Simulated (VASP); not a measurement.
CoSi, 2 atoms in the cell. The structure is cubic, space group Pm-3m (No. 221). Conventional cell: a = 2.781 Å, b = 2.781 Å, c = 2.781 Å, α = 90.00°, β = 90.00°, γ = 90.00°. Within 3.2 Å of Co (site symmetry m-3m) lie 8 Si at 2.41 Å and 6 Co at 2.78 Å. Within 3.2 Å of Si (site symmetry m-3m) lie 8 Co at 2.41 Å and 6 Si at 2.78 Å. 

- Program: VASP 6.6.1
- Task: single point
- Functional: PBE
- Potentials or basis: VASP PAW PBE potentials, release 64 (Co, Si)
- Cutoff: 520 eV
- k mesh: 10 × 10 × 10
- Occupations: fermi-dirac, width 0.05 eV
- Spin: collinear spin, ferromagnetic start
- Starting moments: [2.0, 0.0] μB
- Dipole correction: no
- Further INCAR settings: ALGO = Normal; EDIFF = 1e-06; NBANDS = 18

Potentials or basis: VASP PAW PBE potentials, release 64 (Co, Si).

The run is started by

```console
$ cat potpaw_PBE.64/Co/POTCAR potpaw_PBE.64/Si/POTCAR > POTCAR
$ mpirun -np 1 vasp_std > vasp.out
```

Hardware: 1 thread of Intel(R) Xeon(R) 6975P-C (Granite Rapids) (shared host).

Problem. How long does it take, and how much memory?

Solution. Wall time 19 s on 1 thread of Intel(R) Xeon(R) 6975P-C (Granite Rapids), with other jobs on the host, peak memory 0.16 GiB. Counts: scf iterations 15, k points 56.
